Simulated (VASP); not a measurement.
# SiGe (P6_3mc) in VASP: further runs, part 3 of 3

VASP 6.6.1. Earlier steps stand in the parts before.

**5. Single point, r2SCAN (uniaxial strain along c: -2.0 %)**

The input, POSCAR:

```
SiGe
1.0
    3.9238995312      0.0000000000      0.0000000000
   -1.9619497656      3.3981966759      0.0000000000
    0.0000000000      0.0000000000      6.3246060738
Si Ge
2 2
Direct
    0.6666666669      0.3333333331      0.8751381840
    0.3333333331      0.6666666669      0.3751381840
    0.6666666664      0.3333333336      0.4998608160
    0.3333333336      0.6666666664     -0.0001391840
```

The input, INCAR.step1:

```
PREC = Accurate ; ENCUT = 520
ISMEAR = 0 ; SIGMA = 0.02
LREAL = False ; LASPH = True
NELM = 80 ; NBANDS = 26
GGA = PE ; ALGO = Normal
EDIFF = 1E-4 ; LWAVE = True
LCHARG = False
```

The input, INCAR.step2:

```
PREC = Accurate ; ENCUT = 520
EDIFF = 1E-7 ; ISMEAR = 0
SIGMA = 0.02 ; LREAL = False
LASPH = True ; NELM = 80
ALGO = Normal ; ISIF = 2
LWAVE = False ; LCHARG = True
METAGGA = R2SCAN ; LMIXTAU = True
LELF = True ; LVHAR = True
NBANDS = 26 ; ISTART = 1
```

The input, KPOINTS:

```
regular mesh
0
Gamma
  12 12 4
```

Potentials or basis: VASP PAW PBE potentials, release 64 (Si, Ge_d).

Started as:

```
cat potpaw_PBE.64/Si/POTCAR potpaw_PBE.64/Ge_d/POTCAR > POTCAR
cp INCAR.step1 INCAR
mpirun -np 1 vasp_std > vasp.out
cp INCAR.step2 INCAR
mpirun -np 1 vasp_std > vasp.out
```

OUTCAR:

```text
PREC = Accurate
   ENCUT = 520
   EDIFF = 1E-7
   ISMEAR = 0
   LREAL = False
   LASPH = True
   NELM = 80
   ISIF = 2
   METAGGA = R2SCAN
   ISTART = 1

 ion  position               nearest neighbor table
   1  0.667  0.333  0.875-   3 2.37   4 2.40   4 2.40   4 2.40
   2  0.333  0.667  0.375-   4 2.37   3 2.40   3 2.40   3 2.40
   3  0.667  0.333  0.500-   1 2.37   2 2.40   2 2.40   2 2.40
   4  0.333  0.667  1.000-   2 2.37   1 2.40   1 2.40   1 2.40

  LATTYP: Found a hexagonal cell.
 ALAT       =     3.9238995312
 C/A-ratio  =     1.6118165166

  Lattice vectors:

 A1 = (   3.9238995312,   0.0000000000,   0.0000000000)
 A2 = (  -1.9619497656,   3.3981966759,   0.0000000000)
 A3 = (   0.0000000000,   0.0000000000,   6.3246060738)

Analysis of symmetry for initial positions (statically):
=====================================================================
 Subroutine PRICEL returns:
 Original cell was already a primitive cell.

 Routine SETGRP: Setting up the symmetry group for a
 hexagonal supercell.

 Subroutine GETGRP returns: Found 12 space group operations
 (whereof  6 operations were pure point group operations)
 out of a pool of 24 trial point group operations.

The static configuration has the point symmetry C_3v.
 The point group associated with its full space group is C_6v.

Analysis of symmetry for dynamics (positions and initial velocities):
=====================================================================
 Subroutine PRICEL returns:
 Original cell was already a primitive cell.

 Routine SETGRP: Setting up the symmetry group for a
 hexagonal supercell.

 Subroutine GETGRP returns: Found 12 space group operations
 (whereof  6 operations were pure point group operations)
 out of a pool of 24 trial point group operations.
[... 115 lines left out ...]
   TEBEG  =    0.0;   TEEND  =   0.0 temperature during run
   PSTRESS=    0.0 pullay stress
   NELECT =      36.0000    total number of electrons
   NUPDOWN=      -1.0000    fix difference up-down
   EMIN   =  10.00;   EMAX   =-10.00  energy-range for DOS
   EFERMI =   0.00;   METHOD = LEGACY
   ISMEAR =     0;   SIGMA  =   0.02  broadening in eV -4-tet -1-fermi 0-gaus
   EFERMI_NEDOS =   21; number of points for ismear=-14 and -15
   IALGO  =     38    algorithm
   IMIX   =      4    mixing-type and parameters
     AMIX     =   0.40;   BMIX     =  1.00
     AMIX_MAG =   1.60;   BMIX_MAG =  1.00
  volume/ion in A,a.u.               =      21.08       142.28
  Fermi-wavevector in a.u.,A,eV,Ry     =   1.232657  2.329385 20.673293  1.519444
  Thomas-Fermi vector in A             =   2.367419
   LORBIT       =      0    0 simple, 1 ext, 2 COOP (PROOUT), +10 PAW based schemes
   METAGGA = R2SCAN    functional components
   LHFCALC =     F    Hartree Fock is set to
   AEXX    =    0.0000 exact exchange contribution
   IVDW    =     0    specifies the selected vdW correction
   LEPSILON=     F    determine dielectric tensor
   LRPA    =     F    only Hartree local field effects (RPA)
 non-spin polarized calculation
 Gauss-broadening in eV      SIGMA  =   0.02
  energy-cutoff  :      520.00
  volume of cell :       84.33
 maximum number of plane-waves:      2316
 NGX is ok and might be reduce to    30
   NGX = 15   NGY = 15   NGZ = 23

 number of electron      36.0000011 magnetization

 Free energy of the ion-electron system (eV)
  ---------------------------------------------------
  ext. energy  EPLUGINS =         0.00000000
  ---------------------------------------------------
  free energy    TOTEN  =       -45.15136950 eV

  energy without entropy =      -45.15136950  energy(sigma->0) =      -45.15136950

 E-fermi :   5.6898     XC(G=0): -10.4196

 val. band max:        5.5662937243   @ k =   0.0000   0.0000   0.0000
 cond. band min:       6.0949358371   @ k =   0.0000   0.0000   0.0000
 fundamental gap:      0.5286421128
 Fermi energy:         5.6897865763

 k-point     1 :       0.0000    0.0000    0.0000
  band No.  band energies     occupation
      1     -19.6545      2.00000
      2     -19.6538      2.00000
      3     -19.6490      2.00000
      4     -19.6489      2.00000
      5     -19.6456      2.00000
      6     -19.6456      2.00000
[... 685 lines left out ...]
     25      13.1396      0.00000
     26      13.1856      0.00000

 [... further k-points ...]
[... 5 lines left out ...]
  --------------------------------------------------------------------------------------
  -------------------------------------------------------------------------------------
  Total       -0.4513303     -0.4513303      2.3440163      0.0000000      0.0000000      0.0000000
  in kB       -8.5744289     -8.5744289     44.5319110      0.0000000      0.0000000      0.0000000
  external PRESSURE =       9.1276844 kB  Pullay stress =       0.0000000 kB

 VOLUME and BASIS-vectors are now :
 -----------------------------------------------------------------------------
  energy-cutoff  :      520.00
  volume of cell :       84.33
      direct lattice vectors                 reciprocal lattice vectors
     3.923899531  0.000000000  0.000000000     0.254848523  0.147136863  0.000000000
    -1.961949766  3.398196676  0.000000000     0.000000000  0.294273727  0.000000000
     0.000000000  0.000000000  6.324606074     0.000000000  0.000000000  0.158112614

 POSITION                                       TOTAL-FORCE (eV/Angst)
 -----------------------------------------------------------------------------------
      1.96195      1.13273      5.53490         0.000000      0.000000      0.153341
     -0.00000      2.26546      2.37260        -0.000000      0.000000      0.153341
      1.96195      1.13273      3.16142        -0.000000      0.000000     -0.153341
      0.00000      2.26546      6.32373         0.000000      0.000000     -0.153341
 -----------------------------------------------------------------------------------
    total drift:                                0.000000      0.000000      0.009431

  FREE ENERGIE OF THE ION-ELECTRON SYSTEM (eV)
  ---------------------------------------------------
  free  energy   TOTEN  =       -45.1513695022 eV

  energy  without entropy=      -45.1513695022  energy(sigma->0) =      -45.15136950
```

OSZICAR.step1:

```text
N       E                     dE             d eps       ncg     rms          rms(c)
DAV:   1     0.268847754008E+03    0.26885E+03   -0.17671E+04  3450   0.299E+03
DAV:   2     0.238723499936E+02   -0.24498E+03   -0.23584E+03  3004   0.646E+02
DAV:   3    -0.181747755495E+02   -0.42047E+02   -0.41501E+02  3584   0.155E+02
DAV:   4    -0.199149325761E+02   -0.17402E+01   -0.17365E+01  3584   0.347E+01
DAV:   5    -0.199514152098E+02   -0.36483E-01   -0.36474E-01  3590   0.568E+00    0.576E+00
DAV:   6    -0.197700920083E+02    0.18132E+00   -0.89334E-02  3468   0.195E+00    0.345E+00
DAV:   7    -0.196808084018E+02    0.89284E-01   -0.16000E-01  3536   0.235E+00    0.216E-01
DAV:   8    -0.196836116303E+02   -0.28032E-02   -0.14969E-02  3614   0.115E+00    0.105E-01
DAV:   9    -0.196842306297E+02   -0.61900E-03   -0.67543E-04  3034   0.241E-01    0.699E-02
DAV:  10    -0.196844199332E+02   -0.18930E-03   -0.17176E-04  2824   0.752E-02    0.193E-02
DAV:  11    -0.196844452676E+02   -0.25334E-04   -0.39684E-05  2176   0.665E-02
   1 F= -.19684445E+02 E0= -.19684445E+02  d E =-.333560E-16
```

It took 7.3 min on 1 thread of Intel Xeon Platinum 8488C (Sapphire Rapids), shared host; peak memory 0.27 GiB.

Results:

- Free energy: -45.1514 eV
- Pressure: 0.9 GPa
- Largest force: 0.153 eV/Å
- Band gap on the k mesh: 0.53 eV

Forces on the atoms (eV/Å):
```
Si   0.000  0.000  0.153
Si   0.000  0.000  0.153
Ge   0.000  0.000 -0.153
Ge   0.000  0.000 -0.153
```

Caveat: the cell differs from its parent crystal (uniaxial strain along c: -2.0 %); the stress differs along the axes, from -1 to 4 GPa; semilocal functionals underestimate gaps, and a narrow one can read as zero; the PAW data sets were made with another functional, which shifts forces and pressure a little.

**6. The runs side by side**

| cell | gap on the mesh (eV) | pressure (GPa) | largest force (eV/Å) |
| --- | --- | --- | --- |
| a = 3.919, b = 3.919, c = 6.260 Å, angles 90.0, 90.0, 120.0°, 4 atoms, atomic positions A | 0.47 | 2.1 | - |
| a = 3.914, b = 3.914, c = 6.325 Å, angles 90.0, 90.0, 120.0°, 4 atoms, atomic positions B | 0.55 | 1.3 | - |
| a = 3.934, b = 3.934, c = 6.260 Å, angles 90.0, 90.0, 120.0°, 4 atoms, atomic positions B | 0.40 | 1.5 | 0.18 |
| a = 3.924, b = 3.924, c = 6.325 Å, angles 90.0, 90.0, 120.0°, 4 atoms, atomic positions C | 0.53 | 0.9 | 0.15 |

Alike in all rows: task single point; level r2SCAN; potentials or basis VASP PAW PBE potentials, release 64 (Si, Ge_d); no spin polarisation; k mesh 12 × 12 × 4; cutoff (eV) 520; smearing gaussian 0.02 eV.

Caveats: semilocal functionals underestimate gaps, and a narrow one can read as zero; the PAW data sets were made with another functional, which shifts forces and pressure a little; the stress differs along the axes, from -0 to 6 GPa (at least some runs); the stress differs along the axes, from -1 to 7 GPa (at least some runs); the stress differs along the axes, from -1 to 4 GPa (at least some runs).

Absolute energies hang on the potentials; compare differences alone.
